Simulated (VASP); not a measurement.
PbI2, 3 atoms in the cell. It takes space group P-3m1 (No. 164, trigonal). Conventional cell: a = 4.555 Å, b = 4.555 Å, c = 6.977 Å, α = 90.00°, β = 90.00°, γ = 120.00°. Within 4.2 Å of Pb (site symmetry -3m) lie 6 I at 3.21 Å. Within 4.3 Å of I (site symmetry 3m) lie 3 Pb at 3.21 Å and 3 I at 4.20 Å. 

```yaml
Program: VASP 6.6.1
Task: electric field gradients
Functional: PBEsol
Potentials_or_basis: VASP PAW PBE potentials, release 64 (Pb_d, I)
Cutoff: 400 eV
k_mesh: 8 × 8 × 5
Occupations: fermi-dirac, width 0.02 eV
Spin: no spin polarisation
Dipole_correction: no
Further_INCAR_settings: ALGO = Normal; EDIFF = 1e-08; NBANDS = 21
```

Potentials or basis: VASP PAW PBE potentials, release 64 (Pb_d, I).

Launch:

```bash
$ cat potpaw_PBE.64/Pb_d/POTCAR potpaw_PBE.64/I/POTCAR > POTCAR
$ mpirun -np 1 vasp_std > vasp.out
```

Hardware: 1 thread of Intel Xeon 8259CL, on a shared host.

Problem. Estimate the wall time of this run.

Solution. Run time: 87 s on 1 thread of Intel Xeon 8259CL, with other jobs on the host, peak memory 0.23 GiB. Counts: scf iterations 16, k points 40.
